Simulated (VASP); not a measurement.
# Pd (R-3m) in VASP: a series of runs

Runs on Pd. Level: PBEsol. Tasks: single point.

Everything below comes from runs of VASP 6.6.1. Logs are shortened: lines on timing, memory, paths and dates and some standing lists are left out, and cuts for length are marked.

**1. The cell of the first run**

It takes space group R-3m (No. 166, trigonal). Conventional cell: a = 2.681 Å, b = 2.681 Å, c = 7.092 Å, α = 90.00°, β = 90.00°, γ = 120.00°. Pd (site symmetry -3m) has 12 Pd at 2.68 to 2.83 Å within 3.5 Å.

**2. Single point, PBEsol**

The input, INCAR:

```
  PREC = Accurate
  ENCUT = 520
  EDIFF = 1E-6
  ISMEAR = 0
  SIGMA = 0.15
  LREAL = F
  LASPH = T
  NELM = 100
  ALGO = Fast
  ISIF = 2
  LWAVE = F
  LCHARG = F
  GGA = PS
  NBANDS = 11
```

The input, KPOINTS:

```
regular mesh
0
Gamma
  24 24 24
```

The input, POSCAR:

```
Pd
1.0
    0.1011008373      1.9967415370      1.9967415370
    1.9967415370      0.1011008373      1.9967415370
    1.9967415370      1.9967415370      0.1011008373
Pd
1
Direct
    0.0000000000      0.0000000000      0.0000000000
```

Potentials or basis: VASP PAW PBE potentials, release 64 (Pd).

Started as:

```bash
> cat potpaw_PBE.64/Pd/POTCAR > POTCAR
> mpirun -np 1 vasp_std > vasp.out
```

OUTCAR:

```text
PREC = Accurate
   ENCUT = 520
   EDIFF = 1E-6
   ISMEAR = 0
   LREAL = F
   LASPH = T
   NELM = 100
   ISIF = 2
   GGA = PS

 ion  position               nearest neighbor table
   1  0.000  0.000  0.000-

  LATTYP: Found a trigonal (rhomboedric) cell.
 ALAT       =     2.8256282329
 COS(alpha) =     0.5499279885

  Lattice vectors:

 A1 = (   0.1011008373,   1.9967415370,   1.9967415370)
 A2 = (   1.9967415370,   0.1011008373,   1.9967415370)
 A3 = (   1.9967415370,   1.9967415370,   0.1011008373)

Analysis of symmetry for initial positions (statically):
=====================================================================
 Subroutine PRICEL returns:
 Original cell was already a primitive cell.

 Routine SETGRP: Setting up the symmetry group for a
 trigonal (rhombohedral) supercell.

 Subroutine GETGRP returns: Found 12 space group operations
 (whereof 12 operations were pure point group operations)
 out of a pool of 12 trial point group operations.

The static configuration has the point symmetry D_3d.

Analysis of symmetry for dynamics (positions and initial velocities):
=====================================================================
 Subroutine PRICEL returns:
 Original cell was already a primitive cell.

 Routine SETGRP: Setting up the symmetry group for a
 trigonal (rhombohedral) supercell.

 Subroutine GETGRP returns: Found 12 space group operations
 (whereof 12 operations were pure point group operations)
 out of a pool of 12 trial point group operations.

The dynamic configuration has the point symmetry D_3d.

 Subroutine INISYM returns: Found 12 space group operations
 (whereof 12 operations are pure point group operations),
 and found     1 'primitive' translations

----------------------------------------------------------------------------------------

                                     Primitive cell

  volume of cell :      14.7137

  direct lattice vectors                    reciprocal lattice vectors
     0.101100837  1.996741537  1.996741537    -0.270275733  0.257250396  0.257250396
     1.996741537  0.101100837  1.996741537     0.257250396 -0.270275733  0.257250396
     1.996741537  1.996741537  0.101100837     0.257250396  0.257250396 -0.270275733

  length of vectors
     2.825628233  2.825628233  2.825628233     0.453215737  0.453215737  0.453215737

  position of ions in fractional coordinates (direct lattice)
     0.000000000  0.000000000  0.000000000

  ion indices of the primitive-cell ions
   primitive index   ion index
                 1           1

----------------------------------------------------------------------------------------

 KPOINTS: regular mesh

Automatic generation of k-mesh.
 Grid dimensions read from file:
 generate k-points for:   24   24   24

 Generating k-lattice:

  Cartesian coordinates                     Fractional coordinates (reciprocal lattice)
    -0.011261489  0.010718767  0.010718767     0.041666667 -0.000000000 -0.000000000
     0.010718767 -0.011261489  0.010718767    -0.000000000  0.041666667 -0.000000000
     0.010718767  0.010718767 -0.011261489    -0.000000000 -0.000000000  0.041666667

  Length of vectors
     0.018883989  0.018883989  0.018883989

  Shift w.r.t. Gamma in fractional coordinates (k-lattice)
     0.000000000  0.000000000  0.000000000

 Subroutine IBZKPT returns following result:
 ===========================================

 Found   1313 irreducible k-points:

 Following reciprocal coordinates:
            Coordinates               Weight
  0.000000  0.000000  0.000000      1.000000
  0.041667  0.000000 -0.000000      6.000000
  0.083333 -0.000000 -0.000000      6.000000
  0.125000  0.000000  0.000000      6.000000
  0.166667 -0.000000 -0.000000      6.000000
  0.208333  0.000000 -0.000000      6.000000
[... 16 lines left out ...]
  0.416667  0.041667 -0.000000     12.000000
  0.458333  0.041667 -0.000000     12.000000
 [... further k-points ...]
   k-points           NKPTS =   1313   k-points in BZ     NKDIM =   1313   number of bands    NBANDS=     11
   number of dos      NEDOS =    301   number of ions     NIONS =      1
   total plane-waves  NPLWV =  13824
   dimension x,y,z NGX =    24 NGY =   24 NGZ =   24
   dimension x,y,z NGXF=    48 NGYF=   48 NGZF=   48
   ions per type =               1
   NGX,Y,Z   is equivalent  to a cutoff of  14.12, 14.12, 14.12 a.u.
   NGXF,Y,Z  is equivalent  to a cutoff of  28.24, 28.24, 28.24 a.u.
 SYSTEM =  unknown system
   PREC   = accura    normal or accurate (medium, high low for compatibility)
   ISTART =      0    job   : 0-new  1-cont  2-samecut
   ICHARG =      2    charge: 1-file 2-atom 10-const
   ISPIN  =      1    spin polarized calculation?
   LNONCOLLINEAR =      F non collinear calculations
   LSORBIT =      F    spin-orbit coupling
   LASPH  =      T    aspherical Exc in radial PAW
   ENCUT  =  520.0 eV  38.22 Ry    6.18 a.u.   5.25  5.25  5.25*2*pi/ulx,y,z
   NELM   =    100;   NELMIN=  2; NELMDL= -5     # of ELM steps
   EDIFF  = 0.1E-05   stopping-criterion for ELM
   LREAL  =      F    real-space projection
   EDIFFG = 0.1E-04   stopping-criterion for IOM
   NSW    =      0    number of steps for IOM
   IBRION =     -1    ionic relax: 0-MD 1-quasi-New 2-CG
   NFREE  =      0    steps in history (QN), initial steepest desc. (CG)
   ISIF   =      2    stress and relaxation
   ISYM   =      2    0-nonsym 1-usesym 2-fastsym
   POTIM  = 0.5000    time-step for ionic-motion
   TEBEG  =    0.0;   TEEND  =   0.0 temperature during run
   PSTRESS=    0.0 pullay stress
   NELECT =      10.0000    total number of electrons
   NUPDOWN=      -1.0000    fix difference up-down
   EMIN   =  10.00;   EMAX   =-10.00  energy-range for DOS
   EFERMI =   0.00;   METHOD = LEGACY
   ISMEAR =     0;   SIGMA  =   0.15  broadening in eV -4-tet -1-fermi 0-gaus
   EFERMI_NEDOS =   21; number of points for ismear=-14 and -15
   IALGO  =     68    algorithm
   IMIX   =      4    mixing-type and parameters
     AMIX     =   0.40;   BMIX     =  1.00
     AMIX_MAG =   1.60;   BMIX_MAG =  1.00
  volume/ion in A,a.u.               =      14.71        99.29
  Fermi-wavevector in a.u.,A,eV,Ry     =   1.439354  2.719984 28.187725  2.071739
  Thomas-Fermi vector in A             =   2.558219
   LORBIT       =      0    0 simple, 1 ext, 2 COOP (PROOUT), +10 PAW based schemes
   GGA     = PS    functional components
   LHFCALC =     F    Hartree Fock is set to
   AEXX    =    0.0000 exact exchange contribution
   IVDW    =     0    specifies the selected vdW correction
   LEPSILON=     F    determine dielectric tensor
   LRPA    =     F    only Hartree local field effects (RPA)
 non-spin polarized calculation
 RMM-DIIS sequential band-by-band and
 Gauss-broadening in eV      SIGMA  =   0.15
  energy-cutoff  :      520.00
  volume of cell :       14.71
 maximum number of plane-waves:       406
 NGX is ok and might be reduce to    24
   NGX = 11   NGY = 11   NGZ = 11

 number of electron      10.0000000 magnetization

 Free energy of the ion-electron system (eV)
  ---------------------------------------------------
  ext. energy  EPLUGINS =         0.00000000
  ---------------------------------------------------
  free energy    TOTEN  =        -5.94382093 eV

  energy without entropy =       -5.92217923  energy(sigma->0) =       -5.93300008

 E-fermi :   9.6827     XC(G=0): -13.3895

 val. band max:        9.6826277749   @ k =  -0.2917   0.3333   0.2500
 cond. band min:       9.6836986321   @ k =  -0.4167   0.4167   0.1667
 fundamental gap:      0.0010708571
 Fermi energy:         9.6826938463

 k-point     1 :       0.0000    0.0000    0.0000
  band No.  band energies     occupation
      1       2.4059      2.00000
      2       6.3419      2.00000
      3       6.9294      2.00000
      4       6.9294      2.00000
      5       8.5296      2.00000
      6       8.5296      2.00000
      7      26.5506      0.00000
      8      30.1391      0.00000
      9      32.4992      0.00000
     10      32.4992      0.00000
     11      36.4458      0.00000

 k-point     2 :       0.0417    0.0000   -0.0000
  band No.  band energies     occupation
      1       2.4727      2.00000
      2       6.3650      2.00000
      3       6.9019      2.00000
      4       6.9636      2.00000
      5       8.5102      2.00000
      6       8.5131      2.00000
      7      26.6358      0.00000
      8      30.1618      0.00000
      9      32.0353      0.00000
     10      32.5608      0.00000
     11      36.7561      0.00000

 k-point     3 :       0.0833   -0.0000   -0.0000
  band No.  band energies     occupation
      1       2.6692      2.00000
      2       6.4298      2.00000
      3       6.8266      2.00000
      4       7.0628      2.00000
      5       8.4582      2.00000
      6       8.4676      2.00000
      7      26.8731      0.00000
      8      29.9946      0.00000
      9      31.2952      0.00000
     10      32.7388      0.00000
     11      36.9136      0.00000

 k-point     4 :       0.1250    0.0000    0.0000
  band No.  band energies     occupation
      1       2.9824      2.00000
      2       6.5209      2.00000
      3       6.7267      2.00000
      4       7.2145      2.00000
      5       8.3925      2.00000
      6       8.4063      2.00000
      7      27.2016      0.00000
      8      29.0439      0.00000
      9      31.2697      0.00000
     10      33.0119      0.00000
     11      36.6142      0.00000
[... 239 lines left out ...]
 k-point    22 :       0.3750    0.0417   -0.0000
  band No.  band energies     occupation
      1       4.4662      2.00000
      2       6.5002      2.00000
      3       7.3325      2.00000
      4       8.2386      2.00000
      5       9.1259      2.00000
      6       9.5321      1.84437
      7      20.6250      0.00000
      8      26.6259      0.00000
      9      30.3087      0.00000
     10      32.4935      0.00000
     11      35.6944      0.00000

 k-point    23 :       0.4167    0.0417   -0.0000
  band No.  band energies     occupation
      1       4.4141      2.00000
      2       6.4185      2.00000
      3       7.2521      2.00000
      4       8.8464      2.00000
      5       9.3563      1.99791
      6      10.0848      0.00015
      7      19.2151      0.00000
      8      26.2825      0.00000
      9      29.9056      0.00000
     10      31.7126      0.00000
     11      35.9853      0.00000

 k-point    24 :       0.4583    0.0417   -0.0000
  band No.  band energies     occupation
      1       4.3647      2.00000
      2       6.3602      2.00000
      3       7.1962      2.00000
      4       9.1904      2.00000
      5       9.5404      1.82033
      6      10.7393      0.00000
      7      18.0615      0.00000
      8      26.0469      0.00000
      9      29.6397      0.00000
     10      31.1355      0.00000
     11      36.2352      0.00000

 [... further k-points ...]

------------------------ aborting loop because EDIFF is reached ----------------------------------------

  FORCE on cell =-STRESS in cart. coord.  units (eV):
  Direction    XX          YY          ZZ          XY          YZ          ZX
  --------------------------------------------------------------------------------------
  -------------------------------------------------------------------------------------
  Total       -0.1098313     -0.1098313     -0.1098313     -0.3867865     -0.3867865     -0.3867865
  in kB      -11.9595534    -11.9595534    -11.9595534    -42.1172503    -42.1172503    -42.1172503
  external PRESSURE =     -11.9595534 kB  Pullay stress =       0.0000000 kB

 VOLUME and BASIS-vectors are now :
 -----------------------------------------------------------------------------
  energy-cutoff  :      520.00
  volume of cell :       14.71
      direct lattice vectors                 reciprocal lattice vectors
     0.101100837  1.996741537  1.996741537    -0.270275733  0.257250396  0.257250396
     1.996741537  0.101100837  1.996741537     0.257250396 -0.270275733  0.257250396
     1.996741537  1.996741537  0.101100837     0.257250396  0.257250396 -0.270275733

 POSITION                                       TOTAL-FORCE (eV/Angst)
 -----------------------------------------------------------------------------------
      0.00000      0.00000      0.00000        -0.000000      0.000000     -0.000000
 -----------------------------------------------------------------------------------
    total drift:                               -0.000000      0.000000      0.000000

  FREE ENERGIE OF THE ION-ELECTRON SYSTEM (eV)
  ---------------------------------------------------
  free  energy   TOTEN  =        -5.9438209289 eV

  energy  without entropy=       -5.9221792294  energy(sigma->0) =       -5.93300008
```

Wall time 85 s (1 thread of Intel Xeon 6975P-C (Granite Rapids), shared host); peak memory 0.33 GiB.

Results:

```
Free energy            : -5.9438 eV
Pressure               : -1.2 GPa
Band gap on the k mesh : zero (band 5 reaches 10.03 eV, above the bottom of band 6 at 8.36 eV)
```

Caveat: the PAW data sets were made with another functional, which shifts forces and pressure a little.

[end of part 1 of 2]
